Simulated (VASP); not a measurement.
**Al: single point with PBE**

Al:

```
Al
1.0
     0.00000    2.01946    2.01946
     2.01946    0.00000    2.01946
     2.01946    2.01946    0.00000
Al
1
Direct
  0.87620 0.12380 0.12380
```

```yaml
Program: VASP 6.6.1
Task: single point
Functional: PBE
Potentials_or_basis: VASP PAW PBE potentials, release 64 (Al)
Cutoff: 500 eV
k_mesh: 3 × 3 × 3
Occupations: methfessel-paxton, width 0.2 eV
Spin: no spin polarisation
Dipole_correction: no
Further_INCAR_settings: ALGO = Normal; EDIFF = 1e-06; NBANDS = 8
```

The pressure is -0.6 GPa.

Levels at points of the mesh, in eV from the Fermi level:
| k point | band 1 | band 2 | band 3 | band 4 | band 5 |
| --- | --- | --- | --- | --- | --- |
| (0.00, 0.00, 0.00) | -11.44 | 12.33 | 12.33 | 12.33 | 13.83 |

Wall time 1.4 s on 1 thread of AMD EPYC 9R45 96-Core Processor (Zen 5), on a shared host, peak memory 0.1 GiB.

Caveat: the k points lie up to 0.90 Å⁻¹ apart.
